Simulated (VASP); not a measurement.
# B (P6_3/mmc) in VASP: notebook

The runs below take B through single point, relaxation of cell and atoms, with PBE.

Program: VASP 6.6.1. These are calculated values, not measurements. Logs are shortened: lines on timing, memory, paths and dates and some standing lists are left out, and cuts for length are marked.

### Step 1. The cell of the first run

It takes space group P6_3/mmc (No. 194, hexagonal). Conventional cell: a = 2.875 Å, b = 2.875 Å, c = 11.879 Å, α = 90.00°, β = 90.00°, γ = 120.00°. B (site symmetry 3m) has 6 B at 1.78 to 1.92 Å within 2.4 Å. Within 2.1 Å of B (site symmetry 3m) lie 7 B at 1.61 to 1.95 Å. Within 2.1 Å of B (site symmetry 3m) lie 5 B at 1.61 to 1.78 Å.

This isn't the form of B at room conditions, which is rhombohedral.

### Step 2. Single point, PBE

Input file INCAR:

```
ALGO = Normal
EDIFF = 1E-7
ENCUT = 520
GGA = PE
ISIF = 2
ISMEAR = 0
LASPH = True
LCHARG = False
LREAL = False
LWAVE = False
NBANDS = 30
NELM = 80
PREC = Accurate
SIGMA = 0.1
```

Input file KPOINTS:

```
k-points
0
Gamma
  18 18 4
```

Input file POSCAR:

```
B
1.0
    2.8754439451      0.0000000000      0.0000000000
   -1.4377219726      2.4902075036      0.0000000000
    0.0000000000      0.0000000000     11.8793532392
B
12
Direct
    0.0000000000      0.0000000000      0.1238464716
    0.0000000000      0.0000000000      0.6238464716
    0.0000000000      0.0000000000      0.3761535284
    0.0000000000      0.0000000000      0.8761535284
    0.3333333333      0.6666666667      0.5430797412
    0.6666666667      0.3333333333      0.0430797412
    0.3333333333      0.6666666667      0.9569202588
    0.6666666667      0.3333333333      0.4569202588
    0.3333333333      0.6666666667      0.6783737996
    0.6666666667      0.3333333333      0.1783737996
    0.3333333333      0.6666666667      0.8216262004
    0.6666666667      0.3333333333      0.3216262004
```

Potentials or basis: VASP PAW PBE potentials, release 64 (B).

Started as:

```console
cat potpaw_PBE.64/B/POTCAR > POTCAR
mpirun -np 1 vasp_std > vasp.out
```

OUTCAR:

```text
EDIFF = 1E-7
   ENCUT = 520
   GGA = PE
   ISIF = 2
   ISMEAR = 0
   LASPH = True
   LREAL = False
   NELM = 80
   PREC = Accurate

 ion  position               nearest neighbor table
   1  0.000  0.000  0.124-  10 1.78  10 1.78  10 1.78   6 1.92   6 1.92   6 1.92
   2  0.000  0.000  0.624-   9 1.78   9 1.78   9 1.78   5 1.92   5 1.92   5 1.92
   3  0.000  0.000  0.376-  12 1.78  12 1.78  12 1.78   8 1.92   8 1.92   8 1.92
   4  0.000  0.000  0.876-  11 1.78  11 1.78  11 1.78   7 1.92   7 1.92   7 1.92
   5  0.333  0.667  0.543-   9 1.61   2 1.92   2 1.92   2 1.92   8 1.95   8 1.95   8 1.95
   6  0.667  0.333  0.043-  10 1.61   1 1.92   1 1.92   1 1.92   7 1.95   7 1.95   7 1.95
   7  0.333  0.667  0.957-  11 1.61   4 1.92   4 1.92   4 1.92   6 1.95   6 1.95   6 1.95
   8  0.667  0.333  0.457-  12 1.61   3 1.92   3 1.92   3 1.92   5 1.95   5 1.95   5 1.95
   9  0.333  0.667  0.678-   5 1.61  11 1.70   2 1.78   2 1.78   2 1.78
  10  0.667  0.333  0.178-   6 1.61  12 1.70   1 1.78   1 1.78   1 1.78
  11  0.333  0.667  0.822-   7 1.61   9 1.70   4 1.78   4 1.78   4 1.78
  12  0.667  0.333  0.322-   8 1.61  10 1.70   3 1.78   3 1.78   3 1.78

  LATTYP: Found a hexagonal cell.
 ALAT       =     2.8754439451
 C/A-ratio  =     4.1313110135

  Lattice vectors:

 A1 = (   2.8754439451,   0.0000000000,   0.0000000000)
 A2 = (  -1.4377219726,   2.4902075036,   0.0000000000)
 A3 = (   0.0000000000,   0.0000000000,  11.8793532392)

Analysis of symmetry for initial positions (statically):
=====================================================================
 Subroutine PRICEL returns:
 Original cell was already a primitive cell.

 Routine SETGRP: Setting up the symmetry group for a
 hexagonal supercell.

 Subroutine GETGRP returns: Found 24 space group operations
 (whereof 12 operations were pure point group operations)
 out of a pool of 24 trial point group operations.

The static configuration has the point symmetry D_3d.
 The point group associated with its full space group is D_6h.

Analysis of symmetry for dynamics (positions and initial velocities):
=====================================================================
 Subroutine PRICEL returns:
 Original cell was already a primitive cell.

 Routine SETGRP: Setting up the symmetry group for a
 hexagonal supercell.

 Subroutine GETGRP returns: Found 24 space group operations
 (whereof 12 operations were pure point group operations)
 out of a pool of 24 trial point group operations.

The dynamic configuration has the point symmetry D_3d.
 The point group associated with its full space group is D_6h.

 Subroutine INISYM returns: Found 24 space group operations
[... 126 lines left out ...]
   TEBEG  =    0.0;   TEEND  =   0.0 temperature during run
   PSTRESS=    0.0 pullay stress
   NELECT =      36.0000    total number of electrons
   NUPDOWN=      -1.0000    fix difference up-down
   EMIN   =  10.00;   EMAX   =-10.00  energy-range for DOS
   EFERMI =   0.00;   METHOD = LEGACY
   ISMEAR =     0;   SIGMA  =   0.10  broadening in eV -4-tet -1-fermi 0-gaus
   EFERMI_NEDOS =   21; number of points for ismear=-14 and -15
   IALGO  =     38    algorithm
   IMIX   =      4    mixing-type and parameters
     AMIX     =   0.40;   BMIX     =  1.00
     AMIX_MAG =   1.60;   BMIX_MAG =  1.00
  volume/ion in A,a.u.               =       7.09        47.84
  Fermi-wavevector in a.u.,A,eV,Ry     =   1.229130  2.322719 20.555155  1.510761
  Thomas-Fermi vector in A             =   2.364029
   LORBIT       =      0    0 simple, 1 ext, 2 COOP (PROOUT), +10 PAW based schemes
   GGA     = PE    functional components
   LHFCALC =     F    Hartree Fock is set to
   AEXX    =    0.0000 exact exchange contribution
   IVDW    =     0    specifies the selected vdW correction
   LEPSILON=     F    determine dielectric tensor
   LRPA    =     F    only Hartree local field effects (RPA)
 non-spin polarized calculation
 Gauss-broadening in eV      SIGMA  =   0.10
  energy-cutoff  :      520.00
  volume of cell :       85.06
 maximum number of plane-waves:      2325
 NGX is ok and might be reduce to    24
   NGX = 11   NGY = 11   NGZ = 45

 number of electron      36.0000000 magnetization

 Free energy of the ion-electron system (eV)
  ---------------------------------------------------
  ext. energy  EPLUGINS =         0.00000000
  ---------------------------------------------------
  free energy    TOTEN  =       -73.71222849 eV

  energy without entropy =      -73.69996637  energy(sigma->0) =      -73.70609743

 E-fermi :   6.3375     XC(G=0): -11.8863

 val. band max:        6.3238666885   @ k =   0.0000   0.0000   0.0000
 cond. band min:       6.3424656097   @ k =   0.1667   0.1667   0.0000
 fundamental gap:      0.0185989212
 Fermi energy:         6.3374542024

 k-point     1 :       0.0000    0.0000    0.0000
  band No.  band energies     occupation
      1      -9.4617      2.00000
      2      -9.1505      2.00000
      3      -7.8816      2.00000
      4      -6.8905      2.00000
      5      -4.4280      2.00000
      6      -1.5321      2.00000
[... 781 lines left out ...]
     29      13.8263      0.00000
     30      14.5557      0.00000

 [... further k-points ...]
[... 5 lines left out ...]
  --------------------------------------------------------------------------------------
  -------------------------------------------------------------------------------------
  Total        0.0097628      0.0097628      0.0681191     -0.0000000      0.0000000     -0.0000000
  in kB        0.1838878      0.1838878      1.2830588     -0.0000000      0.0000000     -0.0000000
  external PRESSURE =       0.5502782 kB  Pullay stress =       0.0000000 kB

 VOLUME and BASIS-vectors are now :
 -----------------------------------------------------------------------------
  energy-cutoff  :      520.00
  volume of cell :       85.06
      direct lattice vectors                 reciprocal lattice vectors
     2.875443945  0.000000000  0.000000000     0.347772385  0.200786480  0.000000000
    -1.437721973  2.490207504  0.000000000     0.000000000  0.401572961  0.000000000
     0.000000000  0.000000000 11.879353239     0.000000000  0.000000000  0.084179667

 POSITION                                       TOTAL-FORCE (eV/Angst)
 -----------------------------------------------------------------------------------
      0.00000      0.00000      1.47122        -0.000000     -0.000000     -0.007972
      0.00000      0.00000      7.41089         0.000000      0.000000     -0.007972
      0.00000      0.00000      4.46846        -0.000000     -0.000000      0.007972
      0.00000      0.00000     10.40814        -0.000000      0.000000      0.007972
     -0.00000      1.66014      6.45144        -0.000000      0.000000     -0.017570
      1.43772      0.83007      0.51176         0.000000      0.000000     -0.017570
     -0.00000      1.66014     11.36759        -0.000000     -0.000000      0.017570
      1.43772      0.83007      5.42792         0.000000     -0.000000      0.017570
     -0.00000      1.66014      8.05864         0.000000      0.000000      0.034697
      1.43772      0.83007      2.11897         0.000000     -0.000000      0.034697
     -0.00000      1.66014      9.76039        -0.000000      0.000000     -0.034697
      1.43772      0.83007      3.82071        -0.000000     -0.000000     -0.034697
 -----------------------------------------------------------------------------------
    total drift:                                0.000000      0.000000     -0.000000

  FREE ENERGIE OF THE ION-ELECTRON SYSTEM (eV)
  ---------------------------------------------------
  free  energy   TOTEN  =       -73.7122284886 eV

  energy  without entropy=      -73.6999663691  energy(sigma->0) =      -73.70609743
```

stdout:

```text
POSCAR found type information on POSCAR B
 POSCAR found :  1 types and      12 ions
 scaLAPACK will be used
 LDA part: xc-table for (Slater+PW92), standard interpolation
 POSCAR, INCAR and KPOINTS ok, starting setup
 FFT: planning ... GRIDC
 FFT: planning ... GRID_SOFT
 FFT: planning ... GRID
 WAVECAR not read
 entering main loop
```

Run time: 2 min. Hardware: 1 thread of Intel Xeon 6975P-C (Granite Rapids), shared host; peak memory 0.33 GiB.

What came out:

| Item | Value |
| --- | --- |
| Free energy | -73.7122 eV |
| Pressure | 0.1 GPa |
| Largest force | 0.035 eV/Å |
| Band gap on the k mesh | zero (bands 18 and 19 overlap by 4.03 eV) |

Forces in eV/Å, atoms in the order of the input:
```
B    0.000  0.000 -0.008
B    0.000  0.000 -0.008
B    0.000  0.000  0.008
B    0.000  0.000  0.008
B    0.000  0.000 -0.018
B    0.000  0.000 -0.018
B    0.000  0.000  0.018
B    0.000  0.000  0.018
B    0.000  0.000  0.035
B    0.000  0.000  0.035
B    0.000  0.000 -0.035
B    0.000  0.000 -0.035
```

Stress tensor (GPa, compression positive):
```
0.02 0.00 0.00
0.00 0.02 0.00
0.00 0.00 0.13
```

Levels at points of the mesh, in eV from the Fermi level:
```csv
k point,band 14,band 15,band 16,band 17,band 18,band 19,band 20,band 21,band 22,band 23
"(0.00, 0.00, 0.00)",-0.01,-0.01,0.37,0.37,2.49,3.79,3.79,3.80,4.36,4.36
"(0.50, 0.00, 0.00)",-3.69,-3.35,-3.22,-2.56,-1.59,0.49,1.40,2.08,3.09,3.29
"(0.00, 0.00, 0.50)",0.21,0.21,0.21,0.53,0.53,4.05,4.05,4.05,4.05,5.33
"(0.50, 0.00, 0.50)",-3.92,-2.68,-2.68,-2.07,-2.07,0.76,0.76,2.88,2.88,3.23
```

### Step 3. Relaxation of cell and atoms, PBE

This run uses another cell than the first one, of 7.11 Å³/atom.

Input file INCAR:

```
SYSTEM = B
PREC = Accurate
ENCUT = 600
EDIFF = 1E-6
ISMEAR = 0
SIGMA = 0.1
LREAL = .FALSE.
LASPH = .TRUE.
NELM = 60
ALGO = Normal
ISIF = 3
LWAVE = .FALSE.
LCHARG = .FALSE.
GGA = PE
IBRION = 2
NSW = 100
EDIFFG = -0.01
```

Input file KPOINTS:

```
regular mesh
0
G
  12 12 4
  0 0 0
```

Input file POSCAR:

```
B
1.0
    2.8856845687      0.0000000000      0.0000000000
   -1.4428422844      2.4990761438      0.0000000000
    0.0000000000      0.0000000000     11.8316697508
B
12
Direct
    0.0000000000      0.0000000000      0.1241137768
    0.0000000000      0.0000000000      0.6241137768
    0.0000000000      0.0000000000      0.3758862232
    0.0000000000      0.0000000000      0.8758862232
    0.3333333333      0.6666666667      0.5433202614
    0.6666666667      0.3333333333      0.0433202614
    0.3333333333      0.6666666667      0.9566797386
    0.6666666667      0.3333333333      0.4566797386
    0.3333333333      0.6666666667      0.6785425190
    0.6666666667      0.3333333333      0.1785425190
    0.3333333333      0.6666666667      0.8214574810
    0.6666666667      0.3333333333      0.3214574810
```

Potentials or basis: VASP PAW PBE potentials, release 64 (B).

Started as:

```console
cat potpaw_PBE.64/B/POTCAR > POTCAR
mpirun -np 1 vasp_std > vasp.out
```

Run time: 3.7 min. Hardware: 1 thread of Intel Xeon 6975P-C (Granite Rapids), shared host; peak memory 0.28 GiB.

The run converged. Its results:

| Property | Result |
| --- | --- |
| Free energy | -73.7205 eV |
| Relaxed volume | 7.09 Å³/atom |
| Relaxed cell | a = 2.876 Å, b = 2.876 Å, c = 11.876 Å, α = 90.00°, β = 90.00°, γ = 120.00° |
| Space group after relaxing (to 0.1 Å) | P6_3/mmc (No. 194) |
| Energy gained by relaxing | 0.5 meV/atom |
| Ionic steps | 7 |
| Pressure after relaxing | 0.0 GPa |
| Largest force after relaxing | 0.008 eV/Å |
| Band gap on the k mesh | zero (bands 18 and 19 overlap by 3.94 eV) |

Forces in eV/Å, atoms in the order of the input:
```
B    0.000  0.000 -0.008
B    0.000  0.000 -0.008
B    0.000  0.000  0.008
B    0.000  0.000  0.008
B    0.000  0.000 -0.003
B    0.000  0.000 -0.003
B    0.000  0.000  0.003
B    0.000  0.000  0.003
B    0.000  0.000 -0.001
B    0.000  0.000 -0.001
B    0.000  0.000  0.001
B    0.000  0.000  0.001
```

Step by step:
```csv
step,energy change (eV),largest force (eV/Å),pressure (GPa),volume (Å³)
1,0.0000,0.1286,-0.26,85.32
2,-0.0048,0.1677,-0.52,85.18
3,-0.0052,0.1285,-0.47,85.21
4,-0.0054,0.1147,0.38,84.92
5,-0.0062,0.0104,-0.03,85.06
6,-0.0062,0.0103,-0.04,85.06
7,-0.0063,0.0081,0.00,85.05
```

Final structure:
```
B
1.0
     2.87558    0.00000    0.00000
    -1.43779    2.49033    0.00000
     0.00000    0.00000   11.87609
B
12
Direct
  0.00000 0.00000 0.12402
  0.00000 0.00000 0.62402
  0.00000 0.00000 0.37598
  0.00000 0.00000 0.87598
  0.33333 0.66667 0.54287
  0.66667 0.33333 0.04287
  0.33333 0.66667 0.95713
  0.66667 0.33333 0.45713
  0.33333 0.66667 0.67838
  0.66667 0.33333 0.17838
  0.33333 0.66667 0.82162
  0.66667 0.33333 0.32162
```

Levels at points of the mesh, in eV from the Fermi level:
```csv
k point,band 15,band 16,band 17,band 18,band 19,band 20,band 21,band 22
"(0.00, 0.00, 0.00)",0.02,0.41,0.41,2.52,3.80,3.80,3.84,4.37
"(0.50, 0.00, 0.00)",-3.32,-3.18,-2.52,-1.55,0.53,1.44,2.09,3.12
"(0.00, 0.00, 0.50)",0.25,0.25,0.57,0.57,4.06,4.06,4.06,4.06
"(0.50, 0.00, 0.50)",-2.64,-2.64,-2.03,-2.03,0.80,0.80,2.89,2.89
```

The gap in the log of VASP goes by the Fermi energy; the results here count the filled bands.